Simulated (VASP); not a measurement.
# Si (I4/mmm) in VASP: further runs

The runs below take Si through single point, with r2SCAN.

Program: VASP 6.6.1. These are calculated values, not measurements. Logs are shortened: lines on timing, memory, paths and dates and some standing lists are left out, and cuts for length are marked.

### Step 1. The cell of the first run

It takes space group I4/mmm (No. 139, tetragonal). Conventional cell: a = 3.254 Å, b = 3.254 Å, c = 2.641 Å, α = 90.00°, β = 90.00°, γ = 90.00°. Si (site symmetry 4/mmm) has 14 Si at 2.64 to 3.25 Å within 3.5 Å.

### Step 2. Single point, r2SCAN

POSCAR reads:

```
Si
1.0
   -1.6269149300      1.6269149300      1.3203298500
    1.6269149300     -1.6269149300      1.3203298500
    1.6269149300      1.6269149300     -1.3203298500
Si
1
Direct
    0.0000000000      0.0000000000      0.0000000000
```

INCAR.step1 reads:

```
SYSTEM = Si
ALGO = Normal
EDIFF = 1E-4
ENCUT = 520
GGA = PE
ISMEAR = 1
LASPH = .True.
LCHARG = .False.
LREAL = .False.
LWAVE = .True.
NBANDS = 8
NELM = 60
PREC = Accurate
SIGMA = 0.5
```

INCAR.step2 reads:

```
SYSTEM = Si
ALGO = Normal
EDIFF = 1E-6
ENCUT = 520
ISIF = 2
ISMEAR = 1
ISTART = 1
LASPH = .True.
LCHARG = .True.
LELF = .True.
LMIXTAU = .True.
LREAL = .False.
LVHAR = .True.
LWAVE = .False.
METAGGA = R2SCAN
NBANDS = 8
NELM = 60
PREC = Accurate
SIGMA = 0.5
```

KPOINTS reads:

```
k-points
0
Gamma
  13 13 13
  0 0 0
```

Potentials or basis: VASP PAW PBE potentials, release 64 (Si).

Command:

```sh
$ cat potpaw_PBE.64/Si/POTCAR > POTCAR
$ cp INCAR.step1 INCAR
$ mpirun -np 1 vasp_std > vasp.out
$ cp INCAR.step2 INCAR
$ mpirun -np 1 vasp_std > vasp.out
```

OUTCAR:

```text
SYSTEM = Si
   EDIFF = 1E-6
   ENCUT = 520
   ISIF = 2
   ISMEAR = 1
   ISTART = 1
   LASPH = .True.
   LREAL = .False.
   METAGGA = R2SCAN
   NELM = 60
   PREC = Accurate

 ion  position               nearest neighbor table
   1  0.000  0.000  0.000-

  LATTYP: Found a body centered tetragonal cell.
 ALAT       =     3.2538298600
 C/A-ratio  =     0.8115543263

  Lattice vectors:

 A1 = (  -1.6269149300,   1.6269149300,   1.3203298500)
 A2 = (   1.6269149300,  -1.6269149300,   1.3203298500)
 A3 = (   1.6269149300,   1.6269149300,  -1.3203298500)

Analysis of symmetry for initial positions (statically):
=====================================================================
 Subroutine PRICEL returns:
 Original cell was already a primitive cell.

 Routine SETGRP: Setting up the symmetry group for a
 body centered tetragonal supercell.

 Subroutine GETGRP returns: Found 16 space group operations
 (whereof 16 operations were pure point group operations)
 out of a pool of 16 trial point group operations.

The static configuration has the point symmetry D_4h.

Analysis of symmetry for dynamics (positions and initial velocities):
=====================================================================
 Subroutine PRICEL returns:
 Original cell was already a primitive cell.

 Routine SETGRP: Setting up the symmetry group for a
 body centered tetragonal supercell.

 Subroutine GETGRP returns: Found 16 space group operations
 (whereof 16 operations were pure point group operations)
 out of a pool of 16 trial point group operations.

The dynamic configuration has the point symmetry D_4h.

 Subroutine INISYM returns: Found 16 space group operations
 (whereof 16 operations are pure point group operations),
 and found     1 'primitive' translations

----------------------------------------------------------------------------------------

                                     Primitive cell

  volume of cell :      13.9789

  direct lattice vectors                    reciprocal lattice vectors
    -1.626914930  1.626914930  1.320329850     0.000000000  0.307330144  0.378693249
     1.626914930 -1.626914930  1.320329850     0.307330144  0.000000000  0.378693249
     1.626914930  1.626914930 -1.320329850     0.307330144  0.307330144  0.000000000

  length of vectors
     2.652729781  2.652729781  2.652729781     0.487709334  0.487709334  0.434630458

  position of ions in fractional coordinates (direct lattice)
     0.000000000  0.000000000  0.000000000

  ion indices of the primitive-cell ions
   primitive index   ion index
                 1           1

----------------------------------------------------------------------------------------

 KPOINTS: k-points

Automatic generation of k-mesh.
 Grid dimensions read from file:
 generate k-points for:   13   13   13

 Generating k-lattice:

  Cartesian coordinates                     Fractional coordinates (reciprocal lattice)
     0.000000000  0.023640780  0.029130250     0.076923077 -0.000000000  0.000000000
     0.023640780  0.000000000  0.029130250    -0.000000000  0.076923077  0.000000000
     0.023640780  0.023640780  0.000000000     0.000000000  0.000000000  0.076923077

  Length of vectors
     0.037516103  0.037516103  0.033433112

  Shift w.r.t. Gamma in fractional coordinates (k-lattice)
     0.000000000  0.000000000  0.000000000

 Subroutine IBZKPT returns following result:
 ===========================================

 Found    196 irreducible k-points:

 Following reciprocal coordinates:
            Coordinates               Weight
  0.000000  0.000000  0.000000      1.000000
  0.076923  0.000000  0.000000      8.000000
  0.153846  0.000000  0.000000      8.000000
  0.230769  0.000000  0.000000      8.000000
  0.307692  0.000000  0.000000      8.000000
  0.384615  0.000000  0.000000      8.000000
[... 16 lines left out ...]
  0.384615  0.153846  0.000000     16.000000
  0.461538  0.153846  0.000000     16.000000
 [... further k-points ...]
   k-points           NKPTS =    196   k-points in BZ     NKDIM =    196   number of bands    NBANDS=      8
   number of dos      NEDOS =    301   number of ions     NIONS =      1
   total plane-waves  NPLWV =   8000
   dimension x,y,z NGX =    20 NGY =   20 NGZ =   20
   dimension x,y,z NGXF=    40 NGYF=   40 NGZF=   40
   ions per type =               1
   NGX,Y,Z   is equivalent  to a cutoff of  12.53, 12.53, 12.53 a.u.
   NGXF,Y,Z  is equivalent  to a cutoff of  25.07, 25.07, 25.07 a.u.
 SYSTEM =  Si
   PREC   = accura    normal or accurate (medium, high low for compatibility)
   ISTART =      1    job   : 0-new  1-cont  2-samecut
   ICHARG =      0    charge: 1-file 2-atom 10-const
   ISPIN  =      1    spin polarized calculation?
   LNONCOLLINEAR =      F non collinear calculations
   LSORBIT =      F    spin-orbit coupling
   LASPH  =      T    aspherical Exc in radial PAW
   ENCUT  =  520.0 eV  38.22 Ry    6.18 a.u.   4.93  4.93  4.93*2*pi/ulx,y,z
   NELM   =     60;   NELMIN=  2; NELMDL=  0     # of ELM steps
   EDIFF  = 0.1E-05   stopping-criterion for ELM
   LREAL  =      F    real-space projection
   EDIFFG = 0.1E-04   stopping-criterion for IOM
   NSW    =      0    number of steps for IOM
   IBRION =     -1    ionic relax: 0-MD 1-quasi-New 2-CG
   NFREE  =      0    steps in history (QN), initial steepest desc. (CG)
   ISIF   =      2    stress and relaxation
   ISYM   =      2    0-nonsym 1-usesym 2-fastsym
   POTIM  = 0.5000    time-step for ionic-motion
   TEBEG  =    0.0;   TEEND  =   0.0 temperature during run
   PSTRESS=    0.0 pullay stress
   NELECT =       4.0000    total number of electrons
   NUPDOWN=      -1.0000    fix difference up-down
   EMIN   =  10.00;   EMAX   =-10.00  energy-range for DOS
   EFERMI =   0.00;   METHOD = LEGACY
   ISMEAR =     1;   SIGMA  =   0.50  broadening in eV -4-tet -1-fermi 0-gaus
   EFERMI_NEDOS =   21; number of points for ismear=-14 and -15
   IALGO  =     38    algorithm
   IMIX   =      4    mixing-type and parameters
     AMIX     =   0.40;   BMIX     =  1.00
     AMIX_MAG =   1.60;   BMIX_MAG =  1.00
  volume/ion in A,a.u.               =      13.98        94.33
  Fermi-wavevector in a.u.,A,eV,Ry     =   1.078791  2.038620 15.834335  1.163791
  Thomas-Fermi vector in A             =   2.214739
   LORBIT       =      0    0 simple, 1 ext, 2 COOP (PROOUT), +10 PAW based schemes
   METAGGA = R2SCAN    functional components
   LHFCALC =     F    Hartree Fock is set to
   AEXX    =    0.0000 exact exchange contribution
   IVDW    =     0    specifies the selected vdW correction
   LEPSILON=     F    determine dielectric tensor
   LRPA    =     F    only Hartree local field effects (RPA)
 non-spin polarized calculation
 Methfessel and Paxton  Order N= 1 SIGMA  =   0.50
  energy-cutoff  :      520.00
  volume of cell :       13.98
 maximum number of plane-waves:       389
   NGX =  9   NGY =  9   NGZ =  9

 number of electron       3.9999999 magnetization

 Free energy of the ion-electron system (eV)
  ---------------------------------------------------
  ext. energy  EPLUGINS =         0.00000000
  ---------------------------------------------------
  free energy    TOTEN  =        -8.08279931 eV

  energy without entropy =       -8.07737106  energy(sigma->0) =       -8.08098989

 E-fermi :  10.6201     XC(G=0): -12.0896

 val. band max:       10.6181760329   @ k =  -0.3846  -0.3846   0.3846
 cond. band min:      10.6203392175   @ k =  -0.3846   0.0769   0.0000
 fundamental gap:      0.0021631846
 Fermi energy:        10.6200718165

 k-point     1 :       0.0000    0.0000    0.0000
  band No.  band energies     occupation
      1      -5.0385      2.00000
      2      20.7133      0.00000
      3      21.4743      0.00000
      4      21.4743      0.00000
      5      24.5182      0.00000
      6      25.6662      0.00000
      7      26.7843      0.00000
      8      26.7844      0.00000

 k-point     2 :       0.0769    0.0000    0.0000
  band No.  band energies     occupation
      1      -4.8212      2.00000
      2      19.2925     -0.00000
      3      20.8892      0.00000
      4      22.9392      0.00000
      5      22.9655      0.00000
      6      25.8404      0.00000
      7      26.0346      0.00000
      8      26.6977      0.00000

 k-point     3 :       0.1538    0.0000    0.0000
  band No.  band energies     occupation
      1      -4.1708      2.00000
      2      17.8848     -0.00000
      3      19.3970     -0.00000
      4      19.8833     -0.00000
      5      22.6329      0.00000
      6      25.1416      0.00000
      7      26.5843      0.00000
      8      28.3485      0.00000

 k-point     4 :       0.2308    0.0000    0.0000
  band No.  band energies     occupation
      1      -3.0910      2.00000
      2      15.5777     -0.00000
      3      16.8349     -0.00000
      4      18.9568     -0.00000
      5      20.8397      0.00000
      6      23.6940      0.00000
      7      29.1498      0.00000
      8      29.2990      0.00000

 k-point     5 :       0.3077    0.0000    0.0000
  band No.  band energies     occupation
      1      -1.5885      2.00000
      2      11.8817     -0.00209
      3      16.1530     -0.00000
      4      18.2959     -0.00000
      5      19.2271     -0.00000
      6      22.3363      0.00000
      7      29.3318      0.00000
      8      32.4728      0.00000
[... 177 lines left out ...]
 k-point    22 :       0.3077    0.1538   -0.0000
  band No.  band energies     occupation
      1       1.3118      2.00000
      2       8.2829      2.00000
      3      12.4737     -0.00000
      4      15.8614     -0.00000
      5      21.1420      0.00000
      6      23.9533      0.00000
      7      26.8578      0.00000
      8      32.7586      0.00000

 k-point    23 :       0.3846    0.1538    0.0000
  band No.  band energies     occupation
      1       3.6636      2.00000
      2       5.3502      2.00000
      3      11.6029     -0.01784
      4      16.0566     -0.00000
      5      20.4970     -0.00000
      6      24.3189      0.00000
      7      27.7629      0.00000
      8      35.9472      0.00000

 k-point    24 :       0.4615    0.1538    0.0000
  band No.  band energies     occupation
      1       2.6441      2.00000
      2       6.5324      2.00000
      3      11.1422     -0.05826
      4      16.6028     -0.00000
      5      20.1859     -0.00000
      6      25.0116      0.00000
      7      29.0158      0.00000
      8      35.6773      0.00000

 [... further k-points ...]
[... 5 lines left out ...]
  --------------------------------------------------------------------------------------
  -------------------------------------------------------------------------------------
  Total        0.1198662      0.1198662     -0.2638810      0.0000000      0.0000000      0.0000000
  in kB       13.7383737     13.7383737    -30.2445117      0.0000000      0.0000000      0.0000000
  external PRESSURE =      -0.9225881 kB  Pullay stress =       0.0000000 kB

 VOLUME and BASIS-vectors are now :
 -----------------------------------------------------------------------------
  energy-cutoff  :      520.00
  volume of cell :       13.98
      direct lattice vectors                 reciprocal lattice vectors
    -1.626914930  1.626914930  1.320329850     0.000000000  0.307330144  0.378693249
     1.626914930 -1.626914930  1.320329850     0.307330144  0.000000000  0.378693249
     1.626914930  1.626914930 -1.320329850     0.307330144  0.307330144  0.000000000

 POSITION                                       TOTAL-FORCE (eV/Angst)
 -----------------------------------------------------------------------------------
      0.00000      0.00000      0.00000         0.000000      0.000000      0.000000
 -----------------------------------------------------------------------------------
    total drift:                                0.000000      0.000000     -0.000000

  FREE ENERGIE OF THE ION-ELECTRON SYSTEM (eV)
  ---------------------------------------------------
  free  energy   TOTEN  =        -8.0827993138 eV

  energy  without entropy=       -8.0773710563  energy(sigma->0) =       -8.08098989
```

Wall time 76 s (1 thread of Intel Xeon 8259CL, shared host); peak memory 0.13 GiB.

What came out:

| Quantity | Value |
| --- | --- |
| Free energy | -8.0828 eV |
| Pressure | -0.1 GPa |
| Band gap on the k mesh | zero (band 2 reaches 20.98 eV, above the bottom of band 3 at 6.81 eV) |

Levels at points of the mesh, in eV from the Fermi level:
| k point | band 1 | band 2 | band 3 | band 4 | band 5 | band 6 |
| --- | --- | --- | --- | --- | --- | --- |
| (0.00, 0.00, 0.00) | -15.66 | 10.09 | 10.85 | 10.85 | 13.90 | 15.05 |

Caveat: the PAW data sets were made with another functional, which shifts forces and pressure a little.

### Step 3. Single point, r2SCAN

POSCAR is that of step 2.

INCAR.step1, as its differences from that of step 2:

```diff
@@ -11,4 +11,4 @@
 NBANDS = 8
-NELM = 60
+NELM = 80
 PREC = Accurate
-SIGMA = 0.5
+SIGMA = 0.3
```

INCAR.step2 reads:

```
SYSTEM = Si
ALGO = Normal
EDIFF = 1E-6
ENCUT = 520
ISIF = 2
ISMEAR = 1
ISTART = 1
LASPH = .True.
LCHARG = .False.
LMIXTAU = .True.
LREAL = .False.
LWAVE = .False.
METAGGA = R2SCAN
NBANDS = 8
NELM = 80
PREC = Accurate
SIGMA = 0.3
```

KPOINTS is that of step 2.

Potentials or basis: VASP PAW PBE potentials, release 64 (Si).

Command:

```sh
$ cat potpaw_PBE.64/Si/POTCAR > POTCAR
$ cp INCAR.step1 INCAR
$ mpirun -np 1 vasp_std > vasp.out
$ cp INCAR.step2 INCAR
$ mpirun -np 1 vasp_std > vasp.out
```

Run time: 79 s. Hardware: 1 thread of Intel Xeon 8259CL, shared host; peak memory 0.13 GiB.

Results (log left out):

```yaml
Free_energy: -8.0810 eV
Pressure: -0.1 GPa
Band_gap_on_the_k_mesh: zero (band 2 reaches 20.98 eV, above the bottom of band 3 at 6.81 eV)
```

Stress tensor (GPa, compression positive):
```
 1.51  0.00  0.00
 0.00  1.51  0.00
 0.00  0.00 -3.23
```

Levels at points of the mesh, in eV from the Fermi level:
| k point | band 1 | band 2 | band 3 | band 4 | band 5 |
| --- | --- | --- | --- | --- | --- |
| (0.00, 0.00, 0.00) | -15.64 | 10.11 | 10.87 | 10.87 | 13.92 |

Caveat: the PAW data sets were made with another functional, which shifts forces and pressure a little.

### Step 4. Single point, r2SCAN

POSCAR is that of step 3.

INCAR.step1 reads:

```
SYSTEM = Si
PREC = Accurate
ENCUT = 520
ISMEAR = 1
SIGMA = 0.2
LREAL = .False.
LASPH = .True.
NELM = 80
NBANDS = 8
GGA = PE
ALGO = Normal
EDIFF = 1E-4
LWAVE = .True.
LCHARG = .False.
```

INCAR.step2 reads:

```
SYSTEM = Si
PREC = Accurate
ENCUT = 520
EDIFF = 1E-6
ISMEAR = 1
SIGMA = 0.2
LREAL = .False.
LASPH = .True.
NELM = 80
ALGO = Normal
ISIF = 2
LWAVE = .False.
LCHARG = .False.
METAGGA = R2SCAN
LMIXTAU = .True.
NBANDS = 8
ISTART = 1
```

KPOINTS reads:

```
Automatic mesh
0
Gamma
  13 13 13
  0 0 0
```

Command:

```sh
$ cat potpaw_PBE.64/Si/POTCAR > POTCAR
$ cp INCAR.step1 INCAR
$ mpirun -np 1 vasp_std > vasp.out
$ cp INCAR.step2 INCAR
$ mpirun -np 1 vasp_std > vasp.out
```

It took 86 s on 1 thread of Intel Xeon 8259CL, shared host; peak memory 0.13 GiB.

It converged, with:

| Quantity | Value |
| --- | --- |
| Free energy | -8.0804 eV |
| Pressure | 0.0 GPa |
| Band gap on the k mesh | zero (band 2 reaches 20.98 eV, above the bottom of band 3 at 6.81 eV) |

Stress tensor (GPa, compression positive):
```
 1.75  0.00  0.00
 0.00  1.75  0.00
 0.00  0.00 -3.60
```

Levels at points of the mesh, in eV from the Fermi level:
```
           k point  band 1  band 2  band 3  band 4  band 5  band 6
(0.00, 0.00, 0.00)  -15.63   10.12   10.88   10.88   13.92   15.07
```

Caveat: the PAW data sets were made with another functional, which shifts forces and pressure a little.

### Step 5. Single point, r2SCAN

POSCAR is that of step 4.

INCAR.step1 reads:

```
ALGO = Normal
EDIFF = 1E-4
ENCUT = 520
GGA = PE
ISMEAR = 1
LASPH = True
LCHARG = False
LREAL = False
LWAVE = True
NBANDS = 8
NELM = 80
PREC = Accurate
SIGMA = 0.1
```

INCAR.step2 reads:

```
ALGO = Normal
EDIFF = 1E-7
ENCUT = 520
ISIF = 2
ISMEAR = 1
ISTART = 1
LASPH = True
LCHARG = False
LMIXTAU = True
LREAL = False
LWAVE = False
METAGGA = R2SCAN
NBANDS = 8
NELM = 80
PREC = Accurate
SIGMA = 0.1
```

KPOINTS reads:

```
k-points
0
Gamma
  13 13 13
```

Command:

```sh
$ cat potpaw_PBE.64/Si/POTCAR > POTCAR
$ cp INCAR.step1 INCAR
$ mpirun -np 1 vasp_std > vasp.out
$ cp INCAR.step2 INCAR
$ mpirun -np 1 vasp_std > vasp.out
```

It took 97 s on 1 thread of Intel Xeon 8259CL, shared host; peak memory 0.13 GiB.

It converged, with:

```
Free energy            : -8.0800 eV
Pressure               : -0.1 GPa
Band gap on the k mesh : zero (band 2 reaches 20.98 eV, above the bottom of band 3 at 6.81 eV)
```

Stress tensor (GPa, compression positive):
```
 1.87  0.00  0.00
 0.00  1.87  0.00
 0.00  0.00 -4.00
```

Levels at points of the mesh, in eV from the Fermi level:
```csv
k point,band 1,band 2,band 3,band 4,band 5,band 6
"(0.00, 0.00, 0.00)",-15.64,10.11,10.87,10.87,13.91,15.06
```

Caveat: the PAW data sets were made with another functional, which shifts forces and pressure a little.

### Step 6. Summary

| smearing | gap on the mesh (eV) | pressure (GPa) |
| --- | --- | --- |
| methfessel-paxton 0.5 eV | none | -0.1 |
| methfessel-paxton 0.3 eV | none | -0.1 |
| methfessel-paxton 0.2 eV | none | 0.0 |
| methfessel-paxton 0.1 eV | none | -0.1 |

Alike in all rows: task single point; level r2SCAN; potentials or basis VASP PAW PBE potentials, release 64 (Si); no spin polarisation; cell as given; k mesh 13 × 13 × 13; cutoff (eV) 520.

Every run on the cell as given and a fine mesh finds a metal.

Caveats: the PAW data sets were made with another functional, which shifts forces and pressure a little.

Absolute energies hang on the potentials; compare differences alone.
